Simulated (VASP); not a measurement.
Input of a VASP 6.6.1 run:

POSCAR

```
HfSnO4
1.0
    3.4152184443     -3.3896065132      0.0000000000
    3.4152184443      3.3896065132      0.0000000000
    0.0000000000      0.0000000000      3.2013662813
Hf Sn O
1 1 4
Direct
    0.5000000000      0.5000000000      0.5000000000
    0.0000000000      0.0000000000      0.0000000000
    0.1937872416      0.1937872416      0.5000000000
    0.8062127584      0.8062127584      0.5000000000
    0.6957327723      0.3042672277      0.0000000000
    0.3042672277      0.6957327723      0.0000000000
```

Contents of INCAR.step1:

```
  ALGO = Normal
  EDIFF = 1E-4
  ENCUT = 520
  GGA = PE
  ISMEAR = -1
  LASPH = T
  LCHARG = F
  LREAL = F
  LWAVE = T
  NBANDS = 33
  NELM = 100
  PREC = Accurate
  SIGMA = 0.02
```

Contents of INCAR.step2:

```
  ALGO = Normal
  EDIFF = 1E-7
  ENCUT = 520
  ISIF = 2
  ISMEAR = -1
  ISTART = 1
  LASPH = T
  LCHARG = F
  LMIXTAU = T
  LREAL = F
  LWAVE = F
  METAGGA = R2SCAN
  NBANDS = 33
  NELM = 100
  PREC = Accurate
  SIGMA = 0.02
```

The input KPOINTS:

```
k-points
0
Gamma
  6 6 8
```

Potentials or basis: VASP PAW PBE potentials, release 64 (Hf_pv, Sn_d, O).

Run with:

```console
$ cat potpaw_PBE.64/Hf_pv/POTCAR potpaw_PBE.64/Sn_d/POTCAR potpaw_PBE.64/O/POTCAR > POTCAR
$ cp INCAR.step1 INCAR
$ mpirun -np 1 vasp_std > vasp.out
$ cp INCAR.step2 INCAR
$ mpirun -np 1 vasp_std > vasp.out
```

**Question.** Estimate the pressure.

**Answer.** -1.1 GPa.

**Question.** What does it give for the band gap on the k mesh?

**Answer.** 3.04 eV.

**Question.** What does it give for the largest force?

**Answer.** 0.273 eV/Å.

Forces in eV/Å, atoms in the order of the input:
```
Hf   0.000  0.000  0.000
Sn   0.000  0.000  0.000
O    0.234  0.000  0.000
O   -0.234  0.000  0.000
O    0.000  0.273  0.000
O    0.000 -0.273  0.000
```

Caveat: the PAW data sets were made with another functional, which shifts forces and pressure a little; spin-orbit coupling is left out, which moves the levels of the heavy elements. A k mesh can miss the band edges.
